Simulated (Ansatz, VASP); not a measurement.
**Sc: VASP beside Ansatz**

```
Sc
1.0
     4.14528    0.00000    0.00000
    -2.07264    3.58992    0.00000
     0.00000    0.00000    6.83971
Sc
4
Direct
  0.33333 0.66667 0.43750
  0.66667 0.33333 0.93750
  0.66667 0.33333 0.56250
  0.33333 0.66667 0.06250
```

Alike in both runs: task single point; functional r2SCAN; k mesh 6 × 6 × 4; occupations gaussian, width 0.1 eV; no spin polarisation.

```csv
,VASP,Ansatz
version,VASP 6.6.1,Ansatz 0.2.0
potentials or method,"VASP PAW PBE potentials, release 64 (Sc_sv), cutoff 520 eV","scalar-relativistic, plane waves, PAW"
valence electrons in the cell,44,44
```

VASP gave:

```
gap on the k mesh at the Fermi level (eV)                     : none
pressure (GPa)                                                : 2.4
traceless stress, the component that is largest in VASP (GPa) : -2.13
rms of the force components (eV/Å)                            : 0.190
```

Task: Which values does Ansatz return?

Result: gap on the k mesh at the Fermi level (eV): none; pressure (GPa): 2.0; traceless stress, the component that is largest in VASP (GPa): -2.09; rms of the force components (eV/Å): 0.192.

VASP's potentials were made for PBE, not for r2SCAN. Atom by atom the forces differ by 0.002 eV/Å (rms over components). A gap of «none» marks a metal or a gap that the smearing closes. The functional is the same, so the differences come from potentials, cutoffs and numerics.
